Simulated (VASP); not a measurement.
O2: single point with PBEsol

O2, in a box:

```
O
1.0
    10.00000    0.00000    0.00000
     0.00000   10.50000    0.00000
     0.00000    0.00000   11.00000
O
2
Direct
  0.50000 0.50000 0.44496
  0.50000 0.50000 0.55504
```

* Program: VASP 6.6.1
* Task: single point
* Functional: PBEsol
* Potentials or basis: VASP PAW PBE potentials, release 64 (O_h)
* Cutoff: 910 eV
* k mesh: 1 × 1 × 1
* Occupations: gaussian, width 0.01 eV
* Spin: collinear spin, ferromagnetic start
* Starting moments: [0.61, 0.61] μB
* Dipole correction: no
* Further INCAR settings: ALGO = Normal; EDIFF = 1e-06; NBANDS = 17; NELMDL = -8

```yaml
Largest_force: 0.140 eV/Å
Gap_between_the_frontier_levels: 2.27 eV
Net_moment: 2.00 μB per cell
Site_moments: O +0.62 μB
Valence_electrons_inside_the_program's_atomic_spheres: O 3.30
```

Forces on the atoms (eV/Å):
```
O    0.000  0.000 -0.140
O    0.000  0.000  0.140
```

Levels at points of the mesh, in eV from the valence-band top:
Spin up:
```tsv
k point	band 3	band 4	band 5	band 6	band 7	band 8	band 9	band 10	band 11	band 12
(0.00, 0.00, 0.00)	-6.79	-6.73	-6.73	0.00	0.00	6.41	7.45	7.69	7.71	7.82
```
Spin down:
```csv
k point,band 1,band 2,band 3,band 4,band 5,band 6,band 7,band 8,band 9,band 10
"(0.00, 0.00, 0.00)",-24.86,-11.87,-5.77,-4.90,-4.90,2.27,2.27,6.51,7.63,7.73
```

Wall time 6.5 min on 1 thread of Intel(R) Xeon(R) Platinum 8488C (Sapphire Rapids) (shared host), peak memory 2.4 GiB.

Caveat: the PAW data sets were made with another functional, which shifts forces and pressure a little.
